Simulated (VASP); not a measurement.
**BC63 (a cell with a defect): single point with PBE**

The system is BC63 (a cell with a defect).

```
CELL_PARAMETERS angstrom
7.14334 0.00000 0.00000
0.00000 7.14334 0.00000
0.00000 0.00000 7.14334
ATOMIC_POSITIONS crystal
B 0.00000 0.00000 0.00000
C 0.00000 0.00000 0.50000
C 0.00000 0.50000 0.00000
C 0.00000 0.50000 0.50000
C 0.50000 0.00000 0.00000
C 0.50000 0.00000 0.50000
C 0.50000 0.50000 0.00000
C 0.50000 0.50000 0.50000
C 0.00095 0.25051 0.25051
C 0.99905 0.25051 0.74949
C 0.99905 0.74949 0.25051
C 0.00095 0.74949 0.74949
C 0.50010 0.24991 0.24991
C 0.49990 0.24991 0.75009
C 0.49990 0.75009 0.24991
C 0.50010 0.75009 0.75009
C 0.25051 0.00095 0.25051
C 0.25051 0.99905 0.74949
C 0.24991 0.50010 0.24991
C 0.24991 0.49990 0.75009
C 0.74949 0.99905 0.25051
C 0.74949 0.00095 0.74949
C 0.75009 0.49990 0.24991
C 0.75009 0.50010 0.75009
C 0.25051 0.25051 0.00095
C 0.24991 0.24991 0.50010
C 0.25051 0.74949 0.99905
C 0.24991 0.75009 0.49990
C 0.74949 0.25051 0.99905
C 0.75009 0.24991 0.49990
C 0.74949 0.74949 0.00095
C 0.75009 0.75009 0.50010
C 0.12828 0.12828 0.12828
C 0.12481 0.12481 0.62526
C 0.12481 0.62526 0.12481
C 0.12483 0.62439 0.62439
C 0.62526 0.12481 0.12481
C 0.62439 0.12483 0.62439
C 0.62439 0.62439 0.12483
C 0.62516 0.62516 0.62516
C 0.12483 0.37561 0.37561
C 0.12481 0.37474 0.87519
C 0.12481 0.87519 0.37474
C 0.12828 0.87172 0.87172
C 0.62516 0.37484 0.37484
C 0.62439 0.37561 0.87517
C 0.62439 0.87517 0.37561
C 0.62526 0.87519 0.87519
C 0.37561 0.12483 0.37561
C 0.37474 0.12481 0.87519
C 0.37484 0.62516 0.37484
C 0.37561 0.62439 0.87517
C 0.87519 0.12481 0.37474
C 0.87172 0.12828 0.87172
C 0.87517 0.62439 0.37561
C 0.87519 0.62526 0.87519
C 0.37561 0.37561 0.12483
C 0.37484 0.37484 0.62516
C 0.37474 0.87519 0.12481
C 0.37561 0.87517 0.62439
C 0.87519 0.37474 0.12481
C 0.87517 0.37561 0.62439
C 0.87172 0.87172 0.12828
C 0.87519 0.87519 0.62526
```

```yaml
Program: VASP 6.6.1
Task: single point
Functional: PBE
Potentials_or_basis: VASP PAW PBE potentials, release 64 (B, C)
Cutoff: 520 eV
k_mesh: 2 × 2 × 2
Occupations: gaussian, width 0.1 eV
Spin: no spin polarisation
Dipole_correction: no
Further_INCAR_settings: LREAL = Auto; ALGO = Normal; EDIFF = 1e-07; NBANDS = 166
```

```yaml
Pressure: 2.7 GPa
Largest_force: 0.010 eV/Å
Band_gap_on_the_k_mesh: zero (an odd number of electrons rules out a gap without spin polarisation)
```

Forces in eV/Å, atoms in the order of the input:
```
B    0.000  0.000  0.000
C    0.000  0.000  0.000
C    0.000  0.000  0.000
C    0.000  0.000  0.000
C    0.000  0.000  0.000
C    0.000  0.000  0.000
C    0.000  0.000  0.000
C    0.000  0.000  0.000
C   -0.010  0.001  0.001
C    0.010  0.001 -0.001
C    0.010 -0.001  0.001
C   -0.010 -0.001 -0.001
C    0.002 -0.002 -0.002
C   -0.002 -0.002  0.002
C   -0.002  0.002 -0.002
C    0.002  0.002  0.002
C    0.001 -0.010  0.001
C    0.001  0.010 -0.001
C   -0.002  0.002 -0.002
C   -0.002 -0.002  0.002
C   -0.001  0.010  0.001
C   -0.001 -0.010 -0.001
C    0.002 -0.002 -0.002
C    0.002  0.002  0.002
C    0.001  0.001 -0.010
C   -0.002 -0.002  0.002
C    0.001 -0.001  0.010
C   -0.002  0.002 -0.002
C   -0.001  0.001  0.010
C    0.002 -0.002 -0.002
C   -0.001 -0.001 -0.010
C    0.002  0.002  0.002
C   -0.003 -0.003 -0.003
C   -0.002 -0.002 -0.003
C   -0.002 -0.003 -0.002
C   -0.007 -0.004 -0.004
C   -0.003 -0.002 -0.002
C   -0.004 -0.007 -0.004
C   -0.004 -0.004 -0.007
C   -0.004 -0.004 -0.004
C   -0.007  0.004  0.004
C   -0.002  0.003  0.002
C   -0.002  0.002  0.003
C   -0.003  0.003  0.003
C   -0.004  0.004  0.004
C   -0.004  0.004  0.007
C   -0.004  0.007  0.004
C   -0.003  0.002  0.002
C    0.004 -0.007  0.004
C    0.003 -0.002  0.002
C    0.004 -0.004  0.004
C    0.004 -0.004  0.007
C    0.002 -0.002  0.003
C    0.003 -0.003  0.003
C    0.007 -0.004  0.004
C    0.002 -0.003  0.002
C    0.004  0.004 -0.007
C    0.004  0.004 -0.004
C    0.003  0.002 -0.002
C    0.004  0.007 -0.004
C    0.002  0.003 -0.002
C    0.007  0.004 -0.004
C    0.003  0.003 -0.003
C    0.002  0.002 -0.003
```

Levels at points of the mesh, in eV from the Fermi level:
| k point | band 125 | band 126 | band 127 | band 128 | band 129 | band 130 | band 131 | band 132 |
| --- | --- | --- | --- | --- | --- | --- | --- | --- |
| (0.00, 0.00, 0.00) | -1.50 | 0.49 | 0.49 | 0.49 | 4.71 | 4.71 | 4.77 | 4.77 |
| (0.50, 0.00, 0.00) | -1.00 | -0.83 | -0.83 | -0.60 | 4.47 | 4.50 | 5.45 | 5.66 |
| (0.50, 0.50, 0.00) | -0.50 | -0.44 | -0.07 | -0.07 | 5.95 | 5.95 | 6.05 | 6.12 |
| (0.50, 0.50, 0.50) | -1.41 | -0.56 | -0.56 | -0.56 | 6.30 | 6.30 | 6.30 | 6.31 |

It took 3.6 min on 1 thread of Intel(R) Xeon(R) 6975P-C (Granite Rapids), on a shared host, peak memory 0.45 GiB.

Caveat: the k points lie up to 0.44 Å⁻¹ apart, too coarse for converged energies and pressures of a metal.
